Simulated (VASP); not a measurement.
Hf: single point with PBE

Crystal: Hf.

```xyz
1
Lattice="0.0000 2.2464 2.2464 2.2464 0.0000 2.2464 2.2464 2.2464 0.0000" Properties=species:S:1:pos:R:3 pbc="T T T"
Hf    0.0000    0.0000    0.0000
```

* Program: VASP 6.6.1
* Task: single point
* Functional: PBE
* Potentials or basis: VASP PAW PBE potentials, release 64 (Hf_pv)
* Cutoff: 520 eV
* k mesh: 8 × 8 × 8
* Occupations: gaussian, width 0.1 eV
* Spin: no spin polarisation
* Dipole correction: no
* Further INCAR settings: ALGO = Fast; EDIFF = 1e-07; NBANDS = 11

```
Pressure               : -0.8 GPa
Band gap on the k mesh : zero (band 5 reaches 6.04 eV, above the bottom of band 6 at 4.25 eV)
```

Levels at points of the mesh, in eV from the Fermi level:
```
           k point  band 1  band 2  band 3  band 4  band 5  band 6  band 7  band 8  band 9  band 10
(0.00, 0.00, 0.00)  -30.11  -30.11  -30.11   -7.20    1.36    1.36    1.36    4.10    4.10    11.23
(0.50, 0.00, 0.00)  -30.88  -30.21  -30.21   -3.63    0.51    1.14    1.14    6.17    6.17     9.17
(0.50, 0.50, 0.00)  -30.83  -30.39  -30.39   -3.23   -2.12    2.41    6.19    6.78    6.78     9.76
```

Run time: 5.6 s on 1 thread of Intel(R) Xeon(R) Platinum 8488C (Sapphire Rapids) (shared host), peak memory 0.13 GiB.

Caveat: spin-orbit coupling is left out, which moves the levels of the heavy elements.
